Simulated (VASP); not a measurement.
A run of VASP 6.6.1 is set up as follows.

Contents of INCAR:

```
  ALGO = Normal
  DIPOL = 0.5 0.5 0.376
  EDIFF = 1E-6
  ENCUT = 400
  GGA = PE
  GGA_COMPAT = F
  IDIPOL = 3
  ISIF = 2
  ISMEAR = 0
  IVDW = 12
  LASPH = T
  LCHARG = T
  LDIPOL = T
  LELF = T
  LREAL = F
  LVACPOTAV = T
  LVHAR = T
  LWAVE = F
  NBANDS = 31
  NELM = 120
  NELMDL = -8
  PREC = Accurate
  SIGMA = 0.05
```

Contents of KPOINTS:

```
k-points
0
Gamma
  9 9 1
```

POSCAR

```
PtS2
1.0
    3.5415277692      0.0000000000      0.0000000000
   -1.7707638846      3.0670530163      0.0000000000
    0.0000000000      0.0000000000     22.4670602589
S Pt
4 2
Direct
    0.6666666667      0.3333333333      0.2002932270
    0.3333333333      0.6666666667      0.3106355417
    0.8333333333      1.0000000000      0.4420162032
    0.5000000000      1.3333333333      0.5523586107
    0.0000000000      0.0000000000      0.2556619620
    0.1666666667      0.6666666667      0.4969880496
```

Potentials or basis: VASP PAW PBE potentials, release 64 (S, Pt).

Run with:

```bash
$ cat potpaw_PBE.64/S/POTCAR potpaw_PBE.64/Pt/POTCAR > POTCAR
$ mpirun -np 1 vasp_std > vasp.out
```

Task: Predict the largest force.

Result: 0.068 eV/Å.

Task: Predict the band gap on the k mesh.

Result: 1.20 eV (least direct gap 1.35 eV).

Task: Predict the dispersion energy per atom.

Result: -0.331 eV.

Forces in eV/Å, atoms in the order of the input:
```
S   -0.013 -0.016  0.040
S   -0.032 -0.046 -0.039
S    0.032  0.046  0.039
S    0.013  0.016 -0.040
Pt  -0.002  0.020 -0.002
Pt   0.002 -0.020  0.002
```

Caveat: the cell differs from its parent crystal (layers slid over each other, then relaxed in part); spin-orbit coupling is left out, which moves the levels of the heavy elements.
